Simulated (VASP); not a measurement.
# Bi4Se3: single point with r2SCAN

Crystal: Bi4Se3.

```
Bi Se
1.0
     4.26866   -0.00731   -0.00700
    -2.14066    3.73055    0.00943
    -2.15830    1.26732   13.38392
Bi Se
4 3
Direct
  0.14797 0.82293 0.44709
  0.94457 0.17510 0.58358
  0.33834 0.78425 0.85125
  0.70796 0.32422 0.13026
  0.46849 0.60549 0.26176
  0.53234 0.32035 0.76892
  0.90075 0.96227 0.98730
```

* Program: VASP 6.6.1
* Task: single point
* Functional: r2SCAN
* Potentials or basis: VASP PAW PBE potentials, release 64 (Bi_d, Se)
* Cutoff: 520 eV
* k mesh: 5 × 5 × 2, shifted
* Occupations: fermi-dirac, width 0.1 eV
* Spin: no spin polarisation
* Dipole correction: no
* Further INCAR settings: ALGO = Normal; EDIFF = 1e-06; NBANDS = 48

```
Pressure               : 7.0 GPa
Largest force          : 9.072 eV/Å
Band gap on the k mesh : 0.08 eV (least direct gap 0.23 eV)
```

Forces in eV/Å, atoms in the order of the input:
```
Bi   0.305  0.806 -0.104
Bi  -0.528 -1.011 -0.443
Bi  -0.495 -7.522  4.403
Bi   0.212  0.068  0.876
Se  -0.406 -0.191 -0.892
Se  -0.307  7.524 -5.058
Se   1.219  0.326  1.219
```

Stress tensor (GPa, compression positive):
```
 2.07 -1.01  0.31
-1.01 12.89 -7.25
 0.31 -7.25  6.00
```

Levels at points of the mesh, in eV from the valence-band top:
| k point | band 35 | band 36 | band 37 | band 38 | band 39 | band 40 | band 41 | band 42 | band 43 | band 44 |
| --- | --- | --- | --- | --- | --- | --- | --- | --- | --- | --- |
| (0.00, 0.10, 0.25) | -2.12 | -1.74 | -1.01 | -0.36 | -0.14 | 0.29 | 0.70 | 1.29 | 1.73 | 1.95 |

Wall time 8.3 min on 1 thread of Intel(R) Xeon(R) Platinum 8488C (Sapphire Rapids), on a shared host, peak memory 0.47 GiB.

Caveat: the stress differs along the axes, from 2 to 13 GPa; the PAW data sets were made with another functional, which shifts forces and pressure a little; spin-orbit coupling is left out, which moves the levels of the heavy elements; a shifted mesh leaves out Γ, where band edges can lie. A k mesh can miss the band edges.
